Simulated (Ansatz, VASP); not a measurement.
# One calculation of SbW, two programs

```
Sb W
1.0
     5.45050    0.00000    0.00000
     0.00000    5.45050    0.00000
     0.00000    0.00000    5.45050
Sb W
4 4
Direct
  0.13400 0.13400 0.13400
  0.36600 0.86600 0.63400
  0.63400 0.36600 0.86600
  0.86600 0.63400 0.36600
  0.84450 0.84450 0.84450
  0.65550 0.15550 0.34450
  0.34450 0.65550 0.15550
  0.15550 0.34450 0.65550
```

Alike in both runs: task relaxation of cell and atoms; functional PBE; k mesh 4 × 4 × 4; occupations gaussian, width 0.1 eV; no spin polarisation.

|  | VASP | Ansatz |
| --- | --- | --- |
| version | VASP 6.6.1 | Ansatz 0.2.0 |
| potentials or method | VASP PAW PBE potentials, release 64 (Sb, W_sv), cutoff 600 eV | scalar-relativistic, plane waves, PAW |
| valence electrons in the cell | 76 | 116 |

Ansatz gave:

- gap on the k mesh at the Fermi level, each at its own relaxed structure (eV): none
- relaxed volume (Å³/atom): 18.98
- relaxed length of the cell vector where the two differ most in proportion (Å): 5.335

**Question.** Which values does VASP return?

**Answer.** gap on the k mesh at the Fermi level, each at its own relaxed structure (eV): none; relaxed volume (Å³/atom): 18.99; relaxed length of the cell vector where the two differ most in proportion (Å): 5.336.

A gap of «none» marks a metal or a gap that the smearing closes. VASP's potentials hold 76 valence electrons a cell and Ansatz's 116, so a difference there can come from the potentials and not from the codes.

Spin-orbit coupling is off throughout.
